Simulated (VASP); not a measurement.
PbS, 2 atoms in the cell. Symmetry: Pm-3m, No. 221, cubic system. The conventional cell has a = 3.654 Å, b = 3.654 Å, c = 3.654 Å, α = 90.00°, β = 90.00°, γ = 90.00°. Within 4.2 Å of Pb (site symmetry m-3m) lie 8 S at 3.16 Å and 6 Pb at 3.65 Å. S (site symmetry m-3m) has 8 Pb at 3.16 Å and 6 S at 3.65 Å within 4.2 Å. 

| Item | Value |
| --- | --- |
| Program | VASP 6.6.1 |
| Task | single point |
| Functional | HSE06 |
| Potentials or basis | VASP PAW PBE potentials, release 64 (Pb_d, S) |
| Cutoff | 400 eV |
| k mesh | 6 × 6 × 6 |
| Occupations | fermi-dirac, width 0.05 eV |
| Spin | no spin polarisation |
| Dipole correction | no |
| Grid for exact exchange (PRECFOCK) | Normal |
| Further INCAR settings | ALGO = Normal; EDIFF = 1e-06; NBANDS = 17 |
| Share of exact exchange | 0.25 |
| Screening parameter | 0.2079 1/Å |

Potentials or basis: VASP PAW PBE potentials, release 64 (Pb_d, S).

Command:

```sh
$ cat potpaw_PBE.64/Pb_d/POTCAR potpaw_PBE.64/S/POTCAR > POTCAR
$ cp INCAR.step1 INCAR
$ mpirun -np 1 vasp_std > vasp.out
$ cp INCAR.step2 INCAR
$ mpirun -np 1 vasp_std > vasp.out
```

Hardware: 1 thread of AMD EPYC 7R43 64-Core Processor (Zen 3), on a shared host.

Estimate the wall time of this run.

Run time: 45 min on 1 thread of AMD EPYC 7R43 64-Core Processor (Zen 3), on a shared host, peak memory 0.22 GiB. Counts: k points 20.
